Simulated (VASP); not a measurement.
# Ni (Cmce) in VASP: single point with PBE

Aim: the single point of Ni with PBE.

All numbers are computed with VASP 6.6.1; they aren't measurements. Logs are shortened: lines on timing, memory, paths and dates and some standing lists are left out, and cuts for length are marked.

**1. The cell of the first run**

The typed cell holds 4 atoms: a = 4.438 Å, b = 4.438 Å, c = 3.366 Å, α = 90.00°, β = 90.00°, γ = 133.75°.

**2. Single point, PBE, collinear spin, ferromagnetic start**

INCAR reads:

```
SYSTEM = Ni
PREC     = Accurate       ! precision mode
ENCUT    = 520            ! plane-wave cutoff, eV
EDIFF    = 1E-7           ! SCF threshold, eV
ISMEAR   = 0              ! smearing method
SIGMA    = 0.1            ! smearing width, eV
LREAL    = .False.        ! projectors in reciprocal space
LASPH    = .True.         ! aspherical terms in the spheres
NELM     = 150            ! most SCF steps
ALGO     = Normal         ! electronic algorithm
ISIF     = 2              ! what is computed and relaxed
LWAVE    = .False.        ! write WAVECAR
LCHARG   = .False.        ! write CHGCAR
ISPIN    = 2              ! spin polarisation
MAGMOM   = 0.77 0.77 0.77 0.77 ! initial moments
LORBIT   = 11             ! projections on sites
LMAXMIX  = 4              ! l up to which the mixer works
GGA      = PE             ! functional
NBANDS   = 32             ! bands
```

KPOINTS reads:

```
Automatic mesh
0
Gamma
  6 6 4
  0 0 0
```

POSCAR reads:

```
Ni
1.0
    1.7428518974     -4.0810169443      0.0000000000
    1.7428518974      4.0810169443      0.0000000000
    0.0000000000      0.0000000000      3.3656844112
Ni
4
Direct
    0.1418718477      0.8581281523     -0.0003575224
    0.6418718477      0.3581281523      0.5003575224
    0.8581281523      0.1418718477      1.0003575224
    0.3581281523      0.6418718477      0.4996424776
```

Potentials or basis: VASP PAW PBE potentials, release 64 (Ni).

Command:

```
$ cat potpaw_PBE.64/Ni/POTCAR > POTCAR
$ mpirun -np 1 vasp_std > vasp.out
```

OUTCAR:

```text
SYSTEM = Ni
   PREC = Accurate
   ENCUT = 520
   EDIFF = 1E-7
   ISMEAR = 0
   LREAL = .False.
   LASPH = .True.
   NELM = 150
   ISIF = 2
   ISPIN = 2
   LORBIT = 11
   GGA = PE

 ion  position               nearest neighbor table
   1  0.142  0.858  1.000-   3 2.32   2 2.42   2 2.42   2 2.42   2 2.42   4 2.44   4 2.44   3 2.48
                             3 2.48
   2  0.642  0.358  0.500-   4 2.32   1 2.42   1 2.42   1 2.42   1 2.42   3 2.44   3 2.44   4 2.48
                             4 2.48
   3  0.858  0.142  0.000-   1 2.32   4 2.42   4 2.42   4 2.42   4 2.42   2 2.44   2 2.44   1 2.48
                             1 2.48
   4  0.358  0.642  0.500-   2 2.32   3 2.42   3 2.42   3 2.42   3 2.42   1 2.44   1 2.44   2 2.48
                             2 2.48

  LATTYP: Found a base centered orthorhombic cell.
 ALAT       =     3.4857037948
 B/A-ratio  =     2.3415741466
 C/A-ratio  =     0.9655681060

  Lattice vectors:

 A1 = (   1.7428518974,  -4.0810169443,   0.0000000000)
 A2 = (   1.7428518974,   4.0810169443,   0.0000000000)
 A3 = (   0.0000000000,   0.0000000000,   3.3656844112)

Analysis of symmetry for initial positions (statically):
=====================================================================
 Subroutine PRICEL returns:
 Original cell was already a primitive cell.

 Routine SETGRP: Setting up the symmetry group for a
 base centered orthorhombic supercell.

 Subroutine GETGRP returns: Found  8 space group operations
 (whereof  4 operations were pure point group operations)
 out of a pool of  8 trial point group operations.

The static configuration has the point symmetry C_2h.
 The point group associated with its full space group is D_2h.

Analysis of symmetry for dynamics (positions and initial velocities):
=====================================================================
 Subroutine PRICEL returns:
 Original cell was already a primitive cell.

 Routine SETGRP: Setting up the symmetry group for a
 base centered orthorhombic supercell.

 Subroutine GETGRP returns: Found  8 space group operations
 (whereof  4 operations were pure point group operations)
 out of a pool of  8 trial point group operations.

The dynamic configuration has the point symmetry C_2h.
 The point group associated with its full space group is D_2h.

Analysis of structural, dynamic, and magnetic symmetry:
=====================================================================
 Subroutine PRICEL returns:
 Original cell was already a primitive cell.

 Routine SETGRP: Setting up the symmetry group for a
 base centered orthorhombic supercell.

 Subroutine GETGRP returns: Found  8 space group operations
 (whereof  4 operations were pure point group operations)
 out of a pool of  8 trial point group operations.

The overall configuration has the point symmetry C_2h.
 The point group associated with its full space group is D_2h.

 Subroutine INISYM returns: Found  8 space group operations
 (whereof  4 operations are pure point group operations),
 and found     1 'primitive' translations

----------------------------------------------------------------------------------------

                                     Primitive cell

  volume of cell :      47.8776

  direct lattice vectors                    reciprocal lattice vectors
     1.742851897 -4.081016944  0.000000000     0.286886109 -0.122518482  0.000000000
     1.742851897  4.081016944  0.000000000     0.286886109  0.122518482  0.000000000
     0.000000000  0.000000000  3.365684411     0.000000000  0.000000000  0.297116389

  length of vectors
     4.437593045  4.437593045  3.365684411     0.311952590  0.311952590  0.297116389

  position of ions in fractional coordinates (direct lattice)
     0.141871848  0.858128152  0.999642478
     0.641871848  0.358128152  0.500357522
     0.858128152  0.141871848  0.000357522
     0.358128152  0.641871848  0.499642478

  ion indices of the primitive-cell ions
   primitive index   ion index
                 1           1
                 2           2
                 3           3
                 4           4

----------------------------------------------------------------------------------------

 KPOINTS: Automatic mesh

[... 24 lines left out ...]
  0.000000  0.000000  0.000000      1.000000
  0.166667  0.000000  0.000000      4.000000
  0.333333  0.000000  0.000000      4.000000
  0.500000 -0.000000  0.000000      2.000000
  0.166667  0.166667  0.000000      2.000000
  0.333333  0.166667  0.000000      4.000000
[... 16 lines left out ...]
  0.333333  0.333333  0.250000      4.000000
  0.500000  0.333333  0.250000      8.000000
 [... further k-points ...]
   k-points           NKPTS =     39   k-points in BZ     NKDIM =     39   number of bands    NBANDS=     32
   number of dos      NEDOS =    301   number of ions     NIONS =      4
   total plane-waves  NPLWV =  36288
   dimension x,y,z NGX =    36 NGY =   36 NGZ =   28
   dimension x,y,z NGXF=    72 NGYF=   72 NGZF=   56
   ions per type =               4
   NGX,Y,Z   is equivalent  to a cutoff of  13.49, 13.49, 13.83 a.u.
   NGXF,Y,Z  is equivalent  to a cutoff of  26.97, 26.97, 27.66 a.u.
 SYSTEM =  Ni
   PREC   = accura    normal or accurate (medium, high low for compatibility)
   ISTART =      0    job   : 0-new  1-cont  2-samecut
   ICHARG =      2    charge: 1-file 2-atom 10-const
   ISPIN  =      2    spin polarized calculation?
   LNONCOLLINEAR =      F non collinear calculations
   LSORBIT =      F    spin-orbit coupling
   LASPH  =      T    aspherical Exc in radial PAW
   ENCUT  =  520.0 eV  38.22 Ry    6.18 a.u.   8.25  8.25  6.26*2*pi/ulx,y,z
   NELM   =    150;   NELMIN=  2; NELMDL= -5     # of ELM steps
   EDIFF  = 0.1E-06   stopping-criterion for ELM
   LREAL  =      F    real-space projection
   EDIFFG = 0.1E-05   stopping-criterion for IOM
   NSW    =      0    number of steps for IOM
   IBRION =     -1    ionic relax: 0-MD 1-quasi-New 2-CG
   NFREE  =      0    steps in history (QN), initial steepest desc. (CG)
   ISIF   =      2    stress and relaxation
   ISYM   =      2    0-nonsym 1-usesym 2-fastsym
   POTIM  = 0.5000    time-step for ionic-motion
   TEBEG  =    0.0;   TEEND  =   0.0 temperature during run
   PSTRESS=    0.0 pullay stress
   NELECT =      40.0000    total number of electrons
   NUPDOWN=      -1.0000    fix difference up-down
   EMIN   =  10.00;   EMAX   =-10.00  energy-range for DOS
   EFERMI =   0.00;   METHOD = LEGACY
   ISMEAR =     0;   SIGMA  =   0.10  broadening in eV -4-tet -1-fermi 0-gaus
   EFERMI_NEDOS =   21; number of points for ismear=-14 and -15
   IALGO  =     38    algorithm
   IMIX   =      4    mixing-type and parameters
     AMIX     =   0.40;   BMIX     =  1.00
     AMIX_MAG =   1.60;   BMIX_MAG =  1.00
  volume/ion in A,a.u.               =      11.97        80.77
  Fermi-wavevector in a.u.,A,eV,Ry     =   1.541881  2.913732 32.346433  2.377396
  Thomas-Fermi vector in A             =   2.647764
   LORBIT       =     11    0 simple, 1 ext, 2 COOP (PROOUT), +10 PAW based schemes
   GGA     = PE    functional components
   LHFCALC =     F    Hartree Fock is set to
   AEXX    =    0.0000 exact exchange contribution
   IVDW    =     0    specifies the selected vdW correction
   LEPSILON=     F    determine dielectric tensor
   LRPA    =     F    only Hartree local field effects (RPA)
 spin polarized calculation
 Gauss-broadening in eV      SIGMA  =   0.10
  energy-cutoff  :      520.00
  volume of cell :       47.88
 maximum number of plane-waves:      1306
 NGX is ok and might be reduce to    36
   NGX = 17   NGY = 17   NGZ = 13

 number of electron      40.0000015 magnetization       2.7557187

 Free energy of the ion-electron system (eV)
  ---------------------------------------------------
  ext. energy  EPLUGINS =         0.00000000
  ---------------------------------------------------
  free energy    TOTEN  =       -20.54186833 eV

  energy without entropy =      -20.50449204  energy(sigma->0) =      -20.52318018

 E-fermi :   8.1201     XC(G=0): -12.6161

 val. band max:        8.1181967516   @ k =  -0.3333   0.3333   0.2500
 cond. band min:       8.1230192989   @ k =   0.1667   0.1667   0.5000
 fundamental gap:      0.0048225472
 Fermi energy:         8.1200530235

 spin component 1

 k-point     1 :       0.0000    0.0000    0.0000
  band No.  band energies     occupation
      1      -0.3004      1.00000
      2       3.8336      1.00000
      3       3.8998      1.00000
      4       4.2563      1.00000
      5       4.3676      1.00000
      6       4.4458      1.00000
[... 829 lines left out ...]
     31      24.8691      0.00000
     32      25.4160      0.00000

 [... further k-points ...]

 spin component 2

 k-point     1 :       0.0000    0.0000    0.0000
  band No.  band energies     occupation
      1      -0.3114      1.00000
      2       4.3097      1.00000
      3       4.3599      1.00000
      4       4.8597      1.00000
      5       4.8804      1.00000
      6       5.1046      1.00000
[... 829 lines left out ...]
     31      24.9873      0.00000
     32      25.5152      0.00000

 [... further k-points ...]

------------------------ aborting loop because EDIFF is reached ----------------------------------------

  FORCE on cell =-STRESS in cart. coord.  units (eV):
  Direction    XX          YY          ZZ          XY          YZ          ZX
  --------------------------------------------------------------------------------------
  -------------------------------------------------------------------------------------
  Total        0.0652803     -0.0195285     -0.0141855      0.0000000      0.0000000      0.0000000
  in kB        2.1845409     -0.6535033     -0.4747041      0.0000000      0.0000000      0.0000000
  external PRESSURE =       0.3521112 kB  Pullay stress =       0.0000000 kB

 VOLUME and BASIS-vectors are now :
 -----------------------------------------------------------------------------
  energy-cutoff  :      520.00
  volume of cell :       47.88
      direct lattice vectors                 reciprocal lattice vectors
     1.742851897 -4.081016944  0.000000000     0.286886109 -0.122518482  0.000000000
     1.742851897  4.081016944  0.000000000     0.286886109  0.122518482  0.000000000
     0.000000000  0.000000000  3.365684411     0.000000000  0.000000000  0.297116389

 POSITION                                       TOTAL-FORCE (eV/Angst)
 -----------------------------------------------------------------------------------
      1.74285      2.92305      3.36448         0.000000      0.011209      0.012088
      1.74285     -1.15796      1.68405         0.000000      0.011209     -0.012088
      1.74285     -2.92305      0.00120         0.000000     -0.011209     -0.012088
      1.74285      1.15796      1.68164         0.000000     -0.011209      0.012088
 -----------------------------------------------------------------------------------
    total drift:                                0.000000      0.000000      0.000000

  FREE ENERGIE OF THE ION-ELECTRON SYSTEM (eV)
  ---------------------------------------------------
  free  energy   TOTEN  =       -20.5418683277 eV

  energy  without entropy=      -20.5044920358  energy(sigma->0) =      -20.52318018

 total charge

# of ion       s       p       d       tot
------------------------------------------
    1        0.502   0.445   8.329   9.276
    2        0.502   0.445   8.329   9.276
    3        0.502   0.445   8.329   9.276
    4        0.502   0.445   8.329   9.276
--------------------------------------------------
tot          2.010   1.780  33.316  37.105

 magnetization (x)

# of ion       s       p       d       tot
------------------------------------------
    1       -0.004  -0.018   0.722   0.700
    2       -0.004  -0.018   0.722   0.700
    3       -0.004  -0.018   0.722   0.700
    4       -0.004  -0.018   0.722   0.700
--------------------------------------------------
tot         -0.017  -0.073   2.890   2.799
```

Wall time 3.3 min (1 thread of Intel Xeon 8259CL, shared host); peak memory 0.26 GiB.

Results:

```
Free energy                                           : -20.5419 eV
Pressure                                              : 0.0 GPa
Largest force                                         : 0.016 eV/Å
Net moment                                            : 2.76 μB per cell
Site moments                                          : Ni +0.70 μB
Valence electrons inside the program's atomic spheres : Ni 9.28
```

Forces in eV/Å, atoms in the order of the input:
```
Ni   0.000  0.011  0.012
Ni   0.000  0.011 -0.012
Ni   0.000 -0.011 -0.012
Ni   0.000 -0.011  0.012
```

Stress tensor (GPa, compression positive):
```
 0.22  0.00  0.00
 0.00 -0.07  0.00
 0.00  0.00 -0.05
```

Levels at points of the mesh, in eV from the Fermi level:
Spin up:
| k point | band 20 | band 21 | band 22 | band 23 | band 24 | band 25 |
| --- | --- | --- | --- | --- | --- | --- |
| (0.00, 0.00, 0.00) | -0.20 | -0.14 | 0.63 | 4.20 | 5.46 | 6.26 |
| (0.50, 0.00, 0.00) | -0.87 | -0.67 | -0.67 | 2.47 | 2.47 | 10.01 |
| (0.50, 0.50, 0.00) | -0.43 | -0.17 | -0.16 | 3.33 | 7.08 | 8.86 |
| (0.00, 0.00, 0.50) | -1.19 | -1.02 | -1.02 | 5.79 | 5.79 | 7.18 |
| (0.50, 0.00, 0.50) | -0.70 | 0.65 | 0.65 | 2.20 | 2.20 | 3.40 |
| (0.50, 0.50, 0.50) | -0.65 | 0.39 | 0.39 | 0.46 | 0.46 | 8.77 |
Spin down:
```csv
k point,band 14,band 15,band 16,band 17,band 18,band 19,band 20,band 21,band 22,band 23
"(0.00, 0.00, 0.00)",-0.34,-0.30,-0.18,-0.04,0.23,0.37,0.66,0.66,0.73,4.20
"(0.50, 0.00, 0.00)",-1.17,-0.97,-0.97,-0.65,-0.65,-0.06,-0.06,0.04,0.04,2.84
"(0.50, 0.50, 0.00)",-0.57,-0.12,-0.11,0.17,0.29,0.35,0.39,0.69,0.70,3.32
"(0.00, 0.00, 0.50)",-0.93,-0.80,-0.80,-0.75,-0.75,-0.40,-0.40,-0.25,-0.25,6.00
"(0.50, 0.00, 0.50)",-1.14,-0.97,-0.97,-0.25,-0.25,0.10,0.10,1.27,1.27,2.50
"(0.50, 0.50, 0.50)",-1.09,-1.02,-1.02,-0.45,-0.45,0.18,0.18,0.86,0.86,1.11
```

Caveat: the k points lie up to 0.47 Å⁻¹ apart.
